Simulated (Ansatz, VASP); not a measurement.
## One calculation of BAs, two programs

File INCAR:

```
SYSTEM = BAs
PREC = Accurate
ENCUT = 520
EDIFF = 1E-6
ISMEAR = 0
SIGMA = 0.02
LREAL = .False.
LASPH = .True.
NELM = 60
ALGO = Normal
ISIF = 2
LWAVE = .False.
LCHARG = .False.
GGA = PE
NBANDS = 11
```

Contents of KPOINTS:

```
Automatic mesh
0
Gamma
  10 10 10
  0 0 0
```

Contents of POSCAR:

```
BAs
1.0
    0.0000000000      2.3885000000      2.3885000000
    2.3885000000      0.0000000000      2.3885000000
    2.3885000000      2.3885000000      0.0000000000
As B
1 1
Direct
    0.7500000000      0.7500000000      0.7500000000
    0.0000000000      0.0000000000      0.0000000000
```

File input.yaml:

```yaml
crystal:
  lattice:
    - [0.0, 2.3885, 2.3885]
    - [2.3885, 0.0, 2.3885]
    - [2.3885, 2.3885, 0.0]
  atoms:
    - { symbol: As, position: [0.75, 0.75, 0.75] }
    - { symbol: B, position: [0.0, 0.0, 0.0] }
kpoints:
  mp_grid: { grid: [10, 10, 10] }
scf:
  occupations: { method: gaussian, width: 0.02 }
hamiltonian:
  xc: pbe
  pseudopotentials: { kind: all_electron, lapw: { basis_error: 0.001 } }
output:
  forces: true
  stress: true
  eigenvalues: true
```

Alike in both runs: task single point; functional PBE; k mesh 10 × 10 × 10; occupations gaussian, width 0.02 eV; no spin polarisation.

|  | VASP | Ansatz |
| --- | --- | --- |
| version | VASP 6.6.1 | Ansatz 0.2.0 |
| potentials or method | VASP PAW PBE potentials, release 64 (As, B), cutoff 520 eV | all-electron LAPW, scalar-relativistic |

|  | VASP | Ansatz | Ansatz less VASP |
| --- | --- | --- | --- |
| gap on the k mesh at the Fermi level (eV) | 1.18 | 1.19 | +0.011 |
| least direct gap on the mesh (eV) | 3.28 | 3.28 | +0.008 |
| pressure (GPa) | 3.4 | 2.7 | -0.69 |

Ansatz ran all-electron here, and VASP with PAW potentials.
